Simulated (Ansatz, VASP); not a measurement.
# Al in VASP and in Ansatz

INCAR

```
  ALGO = Normal
  EDIFF = 1E-6
  ENCUT = 500
  GGA = PE
  GGA_COMPAT = F
  ISIF = 2
  ISMEAR = 0
  IVDW = 12
  LASPH = T
  LCHARG = T
  LELF = T
  LREAL = F
  LVHAR = T
  LWAVE = F
  NBANDS = 14
  NELM = 120
  PREC = Accurate
  SIGMA = 0.1
```

The input KPOINTS:

```
k-points
0
Gamma
  9 9 2
```

POSCAR

```
Al
1.0
    2.8270770242      0.0000000000      0.0000000000
   -1.4135385121      2.4483205214      0.0000000000
    0.0000000000      0.0000000000      9.1859930700
Al
4
Direct
    0.0000000000      0.0000000000      0.0000000000
    0.3333333300      0.6666666700      0.2500000000
    0.0000000000      0.0000000000      0.5000000000
    0.6666666700      0.3333333300      0.7500000000
```

Input for Ansatz:

```yaml
crystal:
  lattice:
    - [2.8270770242, 0.0, 0.0]
    - [-1.4135385121, 2.4483205214, 0.0]
    - [0.0, 0.0, 9.18599307]
  atoms:
    - { symbol: Al, position: [0.0, 0.0, 0.0] }
    - { symbol: Al, position: [0.33333333, 0.66666667, 0.25] }
    - { symbol: Al, position: [0.0, 0.0, 0.5] }
    - { symbol: Al, position: [0.66666667, 0.33333333, 0.75] }
basis:
  ecutwfc: 420
kpoints:
  mp_grid: { grid: [9, 9, 2] }
hamiltonian:
  xc: pbe
  pseudopotentials: { kind: paw, azcp: { folder: soft_1 } }
  dispersion: d3bj
scf:
  occupations: { method: gaussian, width: 0.1 }
output:
  forces: true
  stress: true
  eigenvalues: true
```

Alike in both runs: task single point; functional PBE; dispersion D3(BJ); k mesh 9 × 9 × 2; occupations gaussian, width 0.1 eV; no spin polarisation.

|  | VASP | Ansatz |
| --- | --- | --- |
| version | VASP 6.6.1 | Ansatz 0.2.0 |
| potentials or method | VASP PAW PBE potentials, release 64 (Al), cutoff 500 eV | scalar-relativistic, plane waves, PAW |
| valence electrons in the cell | 12 | 12 |

|  | VASP | Ansatz | Ansatz less VASP |
| --- | --- | --- | --- |
| gap on the k mesh at the Fermi level (eV) | none | none | - |
| pressure (GPa) | -0.2 | -0.2 | +0.01 |
| traceless stress, the component that is largest in VASP (GPa) | -1.79 | -1.79 | +0.004 |

A gap of «none» marks a metal or a gap that the smearing closes.
